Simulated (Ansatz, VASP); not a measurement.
# B: VASP beside Ansatz

```xyz
1
Lattice="1.7074 0.0000 0.0000 -0.8537 1.4787 0.0000 0.0000 0.0000 3.5602" Properties=species:S:1:pos:R:3 pbc="T T T"
B     0.0000    0.0000    0.0000
```

Alike in both runs: functional PBEsol; k mesh 33 × 33 × 24; occupations gaussian, width 0.1 eV; no spin polarisation.

Ansatz relaxed the structure, and its values are those at the end. VASP's run is a single point on that final structure, the one shown.

|  | VASP | Ansatz |
| --- | --- | --- |
| version | VASP 6.6.1 | Ansatz 0.2.0 |
| potentials or method | VASP PAW PBE potentials, release 64 (B), cutoff 520 eV | scalar-relativistic, plane waves, PAW |
| valence electrons in the cell | 3 | 3 |

Ansatz gave:

| Item | Value |
| --- | --- |
| gap on the k mesh at the Fermi level (eV) | none |
| pressure (GPa) | 0.0 |

Task: What did VASP give for the same quantities?

Result: gap on the k mesh at the Fermi level (eV): none; pressure (GPa): 0.2.

VASP's potentials were made for PBE, not for PBEsol. A gap of «none» marks a metal or a gap that the smearing closes.
